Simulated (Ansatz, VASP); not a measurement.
# InSb: VASP beside Ansatz

File INCAR:

```
PREC     = Accurate       # precision mode
ENCUT    = 520            # plane-wave cutoff, eV
EDIFF    = 1E-7           # SCF threshold, eV
ISMEAR   = 0              # smearing method
SIGMA    = 0.1            # smearing width, eV
LREAL    = False          # projectors in reciprocal space
LASPH    = True           # aspherical terms in the spheres
NELM     = 100            # most SCF steps
ALGO     = Normal         # electronic algorithm
ISIF     = 2              # what is computed and relaxed
LWAVE    = False          # write WAVECAR
LCHARG   = False          # write CHGCAR
GGA      = PE             # functional
NBANDS   = 26             # bands
```

Contents of KPOINTS:

```
Automatic mesh
0
Gamma
  1 1 1
```

Contents of POSCAR:

```
InSb
1.0
    5.9204200000      0.0000000000      0.0000000000
    0.0000000000      5.9380040000      0.0000000000
    0.0000000000      0.0000000000      3.2224990000
In Sb
2 2
Direct
    0.0000000000      0.0000000000      0.0088050000
    0.5000000000      0.5000000000      0.9911950000
    0.0000000000      0.5000000000      0.2769970000
    0.5000000000      0.0000000000      0.7230030000
```

Input for Ansatz:

```yaml
crystal:
  lattice:
    - [5.92042, 0.0, 0.0]
    - [0.0, 5.938004, 0.0]
    - [0.0, 0.0, 3.222499]
  atoms:
    - { symbol: In, position: [0.0, 0.0, 0.008805] }
    - { symbol: In, position: [0.5, 0.5, 0.991195] }
    - { symbol: Sb, position: [0.0, 0.5, 0.276997] }
    - { symbol: Sb, position: [0.5, 0.0, 0.723003] }
basis:
  ecutwfc: 420
kpoints:
  mp_grid: { grid: [1, 1, 1] }
hamiltonian:
  xc: pbe
scf:
  occupations: { method: gaussian, width: 0.1 }
output:
  forces: true
  stress: true
  eigenvalues: true
```

Alike in both runs: task single point; functional PBE; k mesh 1 × 1 × 1; occupations gaussian, width 0.1 eV; no spin polarisation.

```csv
,VASP,Ansatz
version,VASP 6.6.1,Ansatz 0.2.0
potentials or method,"VASP PAW PBE potentials, release 64 (In_d, Sb), cutoff 520 eV","scalar-relativistic, plane waves, PAW"
valence electrons in the cell,36,56
```

VASP gave:

- gap on the k mesh at the Fermi level (eV): 5.20
- least direct gap on the mesh (eV): 5.20
- pressure (GPa): -15.6
- traceless stress, the component that is largest in VASP (GPa): -74.18
- rms of the force components (eV/Å): 0.044

Q: Estimate Ansatz's values.

A: gap on the k mesh at the Fermi level (eV): 5.20; least direct gap on the mesh (eV): 5.20; pressure (GPa): -15.9; traceless stress, the component that is largest in VASP (GPa): -75.06; rms of the force components (eV/Å): 0.045.

Atom by atom the forces differ by 0.001 eV/Å (rms over components). VASP's potentials hold 36 valence electrons a cell and Ansatz's 56, so a difference there can come from the potentials and not from the codes.

The k mesh is coarse, so the values compare programs but aren't converged. Spin-orbit coupling is off throughout.
